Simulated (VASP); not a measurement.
## W: single point with LDA

Crystal: W.

```
W
1.0
     0.00000    2.03000    2.03000
     2.03000    0.00000    2.03000
     2.03000    2.03000    0.00000
W
1
Direct
  0.00000 0.00000 0.00000
```

* Program: VASP 6.6.1
* Task: single point
* Functional: LDA
* Potentials or basis: VASP PAW LDA potentials, release 64 (W_sv)
* Cutoff: 520 eV
* k mesh: 12 × 12 × 12
* Occupations: fermi-dirac, width 0.08 eV
* Spin: collinear spin, ferromagnetic start
* Starting moments: [0.05] μB
* Fixed moment: 0.05 μB

The pressure is -16.8 GPa. The net moment is 0.05 μB per cell, the site moments are W +0.04 μB and the valence electrons inside the program's atomic spheres are W 12.02.

Run time: 22 s on 1 thread of Intel(R) Xeon(R) Platinum 8488C (Sapphire Rapids), on a shared host, peak memory 0.15 GiB.

Caveat: the total moment is fixed, so each spin has its own Fermi level.
